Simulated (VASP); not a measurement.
Input of a VASP 6.6.1 run:

Contents of INCAR:

```
SYSTEM = Zr
ALGO = Normal
EDIFF = 1E-6
ENCUT = 520
GGA = PE
ISIF = 2
ISMEAR = 0
LASPH = .TRUE.
LCHARG = .TRUE.
LELF = .TRUE.
LREAL = .FALSE.
LVHAR = .TRUE.
LWAVE = .FALSE.
NBANDS = 19
NELM = 80
PREC = Accurate
SIGMA = 0.1
```

File KPOINTS:

```
k-points
0
G
  9 9 4
  0 0 0
```

The input POSCAR:

```
Zr
1.0
    3.1789772755      0.0000000000      0.0000000000
   -1.5894886377      2.7530750786      0.0000000000
    0.0000000000      0.0000000000      5.0833142438
Zr
2
Direct
    0.3333333333      0.6666666667      0.2500000000
    0.6666666667      0.3333333333      0.7500000000
```

Potentials or basis: VASP PAW PBE potentials, release 64 (Zr_sv).

The run is started by

```console
$ cat potpaw_PBE.64/Zr_sv/POTCAR > POTCAR
$ mpirun -np 1 vasp_std > vasp.out
```

(1) Predict the band gap on the k mesh.

(2) Estimate the pressure.

Answers

(1) zero (band 12 reaches 10.38 eV, above the bottom of band 13 at 9.47 eV).

(2) 5.4 GPa.
